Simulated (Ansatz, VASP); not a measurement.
## CsPbCl3: VASP beside Ansatz

The input INCAR:

```
PREC = Accurate ; ENCUT = 520
EDIFF = 1E-6 ; ISMEAR = -1
SIGMA = 0.1 ; LREAL = F
LASPH = T ; NELM = 150
ALGO = Normal ; ISIF = 2
LWAVE = F ; LCHARG = F
ISPIN = 2 ; MAGMOM = 0 0 0 0 0
LORBIT = 11 ; GGA = PS
NBANDS = 34
```

The input KPOINTS:

```
Automatic mesh
0
Gamma
  3 3 3
```

File POSCAR:

```
CsPbCl3
1.0
    5.6158713100      0.0000000000      0.0000000000
    0.0000000000      5.6158713100      0.0000000000
    0.0000000000      0.0000000000      5.6158713100
Cl Cs Pb
3 1 1
Direct
    0.0000000000      0.5000000000      0.5000000000
    0.5000000000      0.0000000000      0.5000000000
    0.5000000000      0.5000000000      0.0000000000
    0.0000000000      0.0000000000      0.0000000000
    0.5000000000      0.5000000000      0.5000000000
```

Input for Ansatz:

```yaml
crystal:
  lattice:
    - [5.61587131, 0.0, 0.0]
    - [0.0, 5.61587131, 0.0]
    - [0.0, 0.0, 5.61587131]
  atoms:
    - { symbol: Cl, position: [0.0, 0.5, 0.5] }
    - { symbol: Cl, position: [0.5, 0.0, 0.5] }
    - { symbol: Cl, position: [0.5, 0.5, 0.0] }
    - { symbol: Cs, position: [0.0, 0.0, 0.0] }
    - { symbol: Pb, position: [0.5, 0.5, 0.5] }
kpoints:
  mp_grid: { grid: [3, 3, 3], shift: [0, 0, 0] }
magnetization:
  spin_polarized: true
scf:
  occupations: { method: fermi_dirac }
hamiltonian:
  pseudopotentials: { kind: paw }
  xc: pbesol
basis:
  ecutwfc: 420
output:
  forces: true
  stress: true
  eigenvalues: true
```

Alike in both runs: task single point; functional PBEsol; k mesh 3 × 3 × 3; collinear spin.

|  | VASP | Ansatz |
| --- | --- | --- |
| version | VASP 6.6.1 | Ansatz 0.2.0 |
| potentials or method | VASP PAW PBE potentials, release 64 (Cl, Cs_sv, Pb_d), cutoff 520 eV | PAW plane waves |
| occupations | fermi-dirac, width 0.1 eV | fermi-dirac |
| valence electrons in the cell | 44 | 44 |

```tsv
	VASP	Ansatz	Ansatz less VASP
gap on the k mesh at the Fermi level (eV)	4.19	4.19	-0.008
pressure (GPa)	-0.3	-0.3	+0.03
net moment per atom (μB)	0.00	0.00	0.000
```

VASP's potentials were made for PBE, not for PBEsol. Ansatz's warnings: no starting moments.

Spin-orbit coupling is off throughout.
